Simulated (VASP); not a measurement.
# Si2Ni (C2/m) in VASP: notebook

Runs on Si2Ni. Level: PBE. Tasks: single point.

Everything below comes from runs of VASP 6.6.1. Logs are shortened: lines on timing, memory, paths and dates and some standing lists are left out, and cuts for length are marked.

### 1 The cell of the first run

It takes space group C2/m (No. 12, monoclinic). The conventional cell has a = 6.671 Å, b = 3.851 Å, c = 6.671 Å, α = 90.00°, β = 109.47°, γ = 90.00°. Si (site symmetry m) has 4 Ni at 2.33 to 2.44 Å and 6 Si at 2.67 to 2.78 Å within 3.1 Å. Si (site symmetry m) has 4 Ni at 2.28 to 2.39 Å and 6 Si at 2.67 to 2.78 Å within 3.0 Å. Within 3.0 Å of Ni (site symmetry m) lie 8 Si at 2.28 to 2.44 Å.

### 2 Single point, PBE (atoms displaced along a vibrational mode)

Contents of INCAR:

```
SYSTEM = Si2Ni
ALGO = Normal ; EDIFF = 1E-6
ENCUT = 520 ; GGA = PE
ISIF = 2 ; ISMEAR = 0
LASPH = .True. ; LCHARG = .False.
LREAL = .False. ; LWAVE = .False.
NBANDS = 27 ; NELM = 60
PREC = Accurate ; SIGMA = 0.15
```

Contents of KPOINTS:

```
k-points
0
Gamma
  12 12 14
  0 0 0
```

Contents of POSCAR:

```
Si2Ni
1.0
    0.0000000000     -2.7234129054     -2.7234129054
   -2.7234129054      0.0000000000     -2.7234129054
    2.7234129054      2.7234129054     -5.4468258107
Si Ni
4 2
Direct
    0.1170501827      0.1170501827      0.6276499391
    0.6329498173      0.6329498173      0.1223500609
    0.3829498173      0.3829498173      0.8723500609
    0.8670501827      0.8670501827      0.3776499391
    0.5047146972      0.5047146972      0.5002629652
    0.9952853028     -0.0047146972     -0.0002629652
```

Potentials or basis: VASP PAW PBE potentials, release 64 (Si, Ni).

On the command line:

```
$ cat potpaw_PBE.64/Si/POTCAR potpaw_PBE.64/Ni/POTCAR > POTCAR
$ mpirun -np 1 vasp_std > vasp.out
```

OUTCAR:

```text
SYSTEM = Si2Ni
   EDIFF = 1E-6
   ENCUT = 520
   GGA = PE
   ISIF = 2
   ISMEAR = 0
   LASPH = .True.
   LREAL = .False.
   NELM = 60
   PREC = Accurate

 ion  position               nearest neighbor table
   1  0.117  0.117  0.628-   5 2.33   5 2.33   6 2.34   5 2.44   3 2.67   3 2.67   4 2.72   4 2.72
                             4 2.72   3 2.78
   2  0.633  0.633  0.122-   6 2.28   5 2.38   6 2.39   6 2.39   4 2.67   3 2.72   3 2.72   3 2.72
                             4 2.78   4 2.78
   3  0.383  0.383  0.872-   6 2.33   6 2.33   5 2.34   6 2.44   1 2.67   1 2.67   2 2.72   2 2.72
                             2 2.72   1 2.78
   4  0.867  0.867  0.378-   5 2.28   6 2.38   5 2.39   5 2.39   2 2.67   1 2.72   1 2.72   1 2.72
                             2 2.78   2 2.78
   5  0.505  0.505  0.500-   4 2.28   1 2.33   1 2.33   3 2.34   2 2.38   4 2.39   4 2.39   1 2.44

   6  0.995  0.995  1.000-   2 2.28   3 2.33   3 2.33   1 2.34   4 2.38   2 2.39   2 2.39   3 2.44

  LATTYP: Found a trigonal (rhomboedric) cell.
 ALAT       =     6.6709719771
 COS(alpha) =     0.8333333333

  Lattice vectors:

 A1 = (   2.7234129054,   5.4468258108,  -2.7234129053)
 A2 = (   5.4468258108,   2.7234129054,  -2.7234129053)
 A3 = (   2.7234129054,   2.7234129054,  -5.4468258107)

Analysis of symmetry for initial positions (statically):
=====================================================================
 Subroutine PRICEL returns:
 Original cell was already a primitive cell.

 Routine SETGRP: Setting up the symmetry group for a
 trigonal (rhombohedral) supercell.

 Subroutine GETGRP returns: Found  4 space group operations
 (whereof  2 operations were pure point group operations)
 out of a pool of 12 trial point group operations.

The static configuration has the point symmetry C_1h.
 The point group associated with its full space group is C_2h.

Analysis of symmetry for dynamics (positions and initial velocities):
=====================================================================
 Subroutine PRICEL returns:
 Original cell was already a primitive cell.

 Routine SETGRP: Setting up the symmetry group for a
 trigonal (rhombohedral) supercell.

 Subroutine GETGRP returns: Found  4 space group operations
 (whereof  2 operations were pure point group operations)
 out of a pool of 12 trial point group operations.

The dynamic configuration has the point symmetry C_1h.
 The point group associated with its full space group is C_2h.

 Subroutine INISYM returns: Found  4 space group operations
 (whereof  2 operations are pure point group operations),
 and found     1 'primitive' translations

----------------------------------------------------------------------------------------

                                     Primitive cell

  volume of cell :      80.7980

  direct lattice vectors                    reciprocal lattice vectors
     0.000000000 -2.723412905 -2.723412905     0.091796583 -0.275389750 -0.091796583
    -2.723412905  0.000000000 -2.723412905    -0.275389750  0.091796583 -0.091796583
     2.723412905  2.723412905 -5.446825811     0.091796583  0.091796583 -0.091796583

  length of vectors
     3.851487467  3.851487467  6.670971977     0.304454824  0.304454824  0.158996346

  position of ions in fractional coordinates (direct lattice)
     0.117050183  0.117050183  0.627649939
     0.632949817  0.632949817  0.122350061
     0.382949817  0.382949817  0.872350061
     0.867050183  0.867050183  0.377649939
     0.504714697  0.504714697  0.500262965
     0.995285303  0.995285303  0.999737035

  ion indices of the primitive-cell ions
   primitive index   ion index
                 1           1
                 2           2
                 3           3
                 4           4
                 5           5
                 6           6

----------------------------------------------------------------------------------------

 KPOINTS: k-points

Automatic generation of k-mesh.
 Grid dimensions read from file:
 generate k-points for:   12   12   14

 Generating k-lattice:

  Cartesian coordinates                     Fractional coordinates (reciprocal lattice)
     0.007649715 -0.022949146 -0.007649715     0.083333333  0.000000000  0.000000000
    -0.022949146  0.007649715 -0.007649715     0.000000000  0.083333333  0.000000000
     0.006556899  0.006556899 -0.006556899     0.000000000  0.000000000  0.071428571

  Length of vectors
     0.025371235  0.025371235  0.011356882

  Shift w.r.t. Gamma in fractional coordinates (k-lattice)
     0.000000000  0.000000000  0.000000000

 -----------------------------------------------------------------------------
|                                                                             |
|           W    W    AA    RRRRR   N    N  II  N    N   GGGG   !!!           |
|           W    W   A  A   R    R  NN   N  II  NN   N  G    G  !!!           |
|           W    W  A    A  R    R  N N  N  II  N N  N  G       !!!           |
|           W WW W  AAAAAA  RRRRR   N  N N  II  N  N N  G  GGG   !            |
|           WW  WW  A    A  R   R   N   NN  II  N   NN  G    G                |
|           W    W  A    A  R    R  N    N  II  N    N   GGGG   !!!           |
|                                                                             |
|     Your reciprocal lattice and k-lattice belong to different lattice       |
|     classes:                                                                |
|                                                                             |
|        The reciprocal lattice is rhombohedral (trigonal),                   |
|        whereas your k-lattice is base-centered monoclinic.                  |
|                                                                             |
|     Results are often still useful ...                                      |
|                                                                             |
 -----------------------------------------------------------------------------

 WARNING: IBZKPT: internal override: KBLOWUP is changed to .FALSE.
      ... skipping the blow-up phase ...

 Subroutine IBZKPT returns following result:
 ===========================================

 Found    554 irreducible k-points:

 Following reciprocal coordinates:
            Coordinates               Weight
  0.000000  0.000000  0.000000      1.000000
  0.083333  0.000000  0.000000      4.000000
  0.166667  0.000000  0.000000      4.000000
  0.250000  0.000000 -0.000000      4.000000
  0.333333  0.000000  0.000000      4.000000
  0.416667  0.000000  0.000000      4.000000
[... 16 lines left out ...]
  0.500000  0.166667 -0.000000      4.000000
 -0.416667  0.166667  0.000000      4.000000
 [... further k-points ...]
   k-points           NKPTS =    554   k-points in BZ     NKDIM =    554   number of bands    NBANDS=     27
   number of dos      NEDOS =    301   number of ions     NIONS =      6
   total plane-waves  NPLWV =  45000
   dimension x,y,z NGX =    30 NGY =   30 NGZ =   50
   dimension x,y,z NGXF=    60 NGYF=   60 NGZF=  100
   ions per type =               4   2
   NGX,Y,Z   is equivalent  to a cutoff of  12.95, 12.95, 12.46 a.u.
   NGXF,Y,Z  is equivalent  to a cutoff of  25.90, 25.90, 24.92 a.u.
 SYSTEM =  Si2Ni
   PREC   = accura    normal or accurate (medium, high low for compatibility)
   ISTART =      0    job   : 0-new  1-cont  2-samecut
   ICHARG =      2    charge: 1-file 2-atom 10-const
   ISPIN  =      1    spin polarized calculation?
   LNONCOLLINEAR =      F non collinear calculations
   LSORBIT =      F    spin-orbit coupling
   LASPH  =      T    aspherical Exc in radial PAW
   ENCUT  =  520.0 eV  38.22 Ry    6.18 a.u.   7.16  7.16 12.40*2*pi/ulx,y,z
   NELM   =     60;   NELMIN=  2; NELMDL= -5     # of ELM steps
   EDIFF  = 0.1E-05   stopping-criterion for ELM
   LREAL  =      F    real-space projection
   EDIFFG = 0.1E-04   stopping-criterion for IOM
   NSW    =      0    number of steps for IOM
   IBRION =     -1    ionic relax: 0-MD 1-quasi-New 2-CG
   NFREE  =      0    steps in history (QN), initial steepest desc. (CG)
   ISIF   =      2    stress and relaxation
   ISYM   =      2    0-nonsym 1-usesym 2-fastsym
   POTIM  = 0.5000    time-step for ionic-motion
   TEBEG  =    0.0;   TEEND  =   0.0 temperature during run
   PSTRESS=    0.0 pullay stress
   NELECT =      36.0000    total number of electrons
   NUPDOWN=      -1.0000    fix difference up-down
   EMIN   =  10.00;   EMAX   =-10.00  energy-range for DOS
   EFERMI =   0.00;   METHOD = LEGACY
   ISMEAR =     0;   SIGMA  =   0.15  broadening in eV -4-tet -1-fermi 0-gaus
   EFERMI_NEDOS =   21; number of points for ismear=-14 and -15
   IALGO  =     38    algorithm
   IMIX   =      4    mixing-type and parameters
     AMIX     =   0.40;   BMIX     =  1.00
     AMIX_MAG =   1.60;   BMIX_MAG =  1.00
  volume/ion in A,a.u.               =      13.47        90.88
  Fermi-wavevector in a.u.,A,eV,Ry     =   1.250380  2.362876 21.272046  1.563451
  Thomas-Fermi vector in A             =   2.384377
   LORBIT       =      0    0 simple, 1 ext, 2 COOP (PROOUT), +10 PAW based schemes
   GGA     = PE    functional components
   LHFCALC =     F    Hartree Fock is set to
   AEXX    =    0.0000 exact exchange contribution
   IVDW    =     0    specifies the selected vdW correction
   LEPSILON=     F    determine dielectric tensor
   LRPA    =     F    only Hartree local field effects (RPA)
 non-spin polarized calculation
 Gauss-broadening in eV      SIGMA  =   0.15
  energy-cutoff  :      520.00
  volume of cell :       80.80
 maximum number of plane-waves:      2203
 NGX is ok and might be reduce to    30
   NGX = 15   NGY = 15   NGZ = 25

 number of electron      36.0000004 magnetization

 Free energy of the ion-electron system (eV)
  ---------------------------------------------------
  ext. energy  EPLUGINS =         0.00000000
  ---------------------------------------------------
  free energy    TOTEN  =       -34.66301991 eV

  energy without entropy =      -34.64110272  energy(sigma->0) =      -34.65206132

 E-fermi :  10.0918     XC(G=0): -11.4817

 val. band max:       10.0904061211   @ k =  -0.2500  -0.2500   0.2143
 cond. band min:      10.1015501789   @ k =  -0.4167   0.4167   0.0714
 fundamental gap:      0.0111440577
 Fermi energy:        10.0918110972

 k-point     1 :       0.0000    0.0000    0.0000
  band No.  band energies     occupation
      1      -3.5239      2.00000
      2      -0.3334      2.00000
      3       0.2373      2.00000
      4       5.0504      2.00000
      5       5.0510      2.00000
      6       5.0637      2.00000
[... 19 lines left out ...]
     26      12.7132      0.00000
     27      14.8092      0.00000

 k-point     2 :       0.0833    0.0000    0.0000
  band No.  band energies     occupation
      1      -3.4312      2.00000
      2      -0.2970      2.00000
      3       0.3546      2.00000
      4       4.8749      2.00000
      5       5.0683      2.00000
      6       5.0778      2.00000
[... 19 lines left out ...]
     26      13.5679      0.00000
     27      14.0888      0.00000

 k-point     3 :       0.1667    0.0000    0.0000
  band No.  band energies     occupation
      1      -3.1543      2.00000
      2      -0.1633      2.00000
      3       0.6665      2.00000
      4       4.4014      2.00000
      5       4.8237      2.00000
      6       5.1181      2.00000
[... 19 lines left out ...]
     26      14.5354      0.00000
     27      15.0435      0.00000

 k-point     4 :       0.2500    0.0000   -0.0000
  band No.  band energies     occupation
      1      -2.6973      2.00000
      2       0.0958      2.00000
      3       1.0670      2.00000
      4       3.7228      2.00000
      5       3.9931      2.00000
      6       5.1751      2.00000
[... 19 lines left out ...]
     26      14.7859      0.00000
     27      16.1963      0.00000
[... 516 lines left out ...]
      4       2.8228      2.00000
      5       3.8128      2.00000
      6       4.2766      2.00000
[... 19 lines left out ...]
     26      16.3061      0.00000
     27      16.5690      0.00000

 k-point    23 :       0.5000    0.1667   -0.0000
  band No.  band energies     occupation
      1      -0.9372      2.00000
      2       0.6327      2.00000
      3       0.9354      2.00000
      4       2.3544      2.00000
      5       4.1672      2.00000
      6       4.2505      2.00000
[... 19 lines left out ...]
     26      15.9593      0.00000
     27      16.8382      0.00000

 k-point    24 :      -0.4167    0.1667    0.0000
  band No.  band energies     occupation
      1      -0.2146      2.00000
      2      -0.0172      2.00000
      3       1.4092      2.00000
      4       1.9123      2.00000
      5       4.0306      2.00000
      6       4.1789      2.00000
[... 19 lines left out ...]
     26      16.6548      0.00000
     27      17.1460      0.00000

 [... further k-points ...]

------------------------ aborting loop because EDIFF is reached ----------------------------------------

  FORCE on cell =-STRESS in cart. coord.  units (eV):
  Direction    XX          YY          ZZ          XY          YZ          ZX
  --------------------------------------------------------------------------------------
  -------------------------------------------------------------------------------------
  Total        0.2144186      0.2144186      0.1191923      0.1320613      0.1664979      0.1664979
  in kB        4.2517977      4.2517977      2.3635157      2.6186989      3.3015576      3.3015574
  external PRESSURE =       3.6223704 kB  Pullay stress =       0.0000000 kB

 VOLUME and BASIS-vectors are now :
 -----------------------------------------------------------------------------
  energy-cutoff  :      520.00
  volume of cell :       80.80
      direct lattice vectors                 reciprocal lattice vectors
     0.000000000 -2.723412905 -2.723412905     0.091796583 -0.275389750 -0.091796583
    -2.723412905  0.000000000 -2.723412905    -0.275389750  0.091796583 -0.091796583
     2.723412905  2.723412905 -5.446825811     0.091796583  0.091796583 -0.091796583

 POSITION                                       TOTAL-FORCE (eV/Angst)
 -----------------------------------------------------------------------------------
      1.39057      1.39057     -4.05625        -0.313536     -0.313536     -0.281855
     -1.39057     -1.39057     -4.11399         0.352505      0.352505      0.381770
      1.33284      1.33284     -6.83740         0.313536      0.313536      0.281855
     -1.33284     -1.33284     -6.77966        -0.352505     -0.352505     -0.381770
     -0.01212     -0.01212     -5.47394         0.295164      0.295164      0.654769
      0.01212      0.01212    -10.86654        -0.295164     -0.295164     -0.654769
 -----------------------------------------------------------------------------------
    total drift:                               -0.000000     -0.000000     -0.000000

  FREE ENERGIE OF THE ION-ELECTRON SYSTEM (eV)
  ---------------------------------------------------
  free  energy   TOTEN  =       -34.6630199118 eV

  energy  without entropy=      -34.6411027202  energy(sigma->0) =      -34.65206132
```

Run time: 10 min. Hardware: 1 thread of Intel Xeon 6975P-C (Granite Rapids), shared host; peak memory 0.96 GiB.

Results:

```
Free energy            : -34.6630 eV
Pressure               : 0.4 GPa
Largest force          : 0.777 eV/Å
Band gap on the k mesh : zero (bands 18 and 19 overlap by 2.15 eV)
```

Forces on the atoms (eV/Å):
```
Si  -0.314 -0.314 -0.282
Si   0.353  0.353  0.382
Si   0.314  0.314  0.282
Si  -0.353 -0.353 -0.382
Ni   0.295  0.295  0.655
Ni  -0.295 -0.295 -0.655
```

Levels at points of the mesh, in eV from the Fermi level:
```tsv
k point	band 16	band 17	band 18	band 19	band 20	band 21
(0.00, 0.00, 0.00)	-0.44	1.53	1.70	1.71	1.72	1.79
(0.50, 0.00, 0.00)	-2.46	-2.35	-2.33	0.26	0.30	3.74
(0.50, 0.50, 0.00)	-2.99	-1.37	-1.35	-0.43	1.43	1.81
(0.00, 0.00, 0.50)	-0.12	-0.02	0.09	0.98	1.01	2.43
(0.50, 0.00, 0.50)	-2.99	-1.35	-1.33	-0.43	1.48	1.78
(0.50, 0.50, 0.50)	-2.40	-2.40	-2.38	0.24	0.32	3.78
```

Caveat: the cell differs from its parent crystal (atoms displaced along a vibrational mode).

(Part 1 of 2 ends here.)
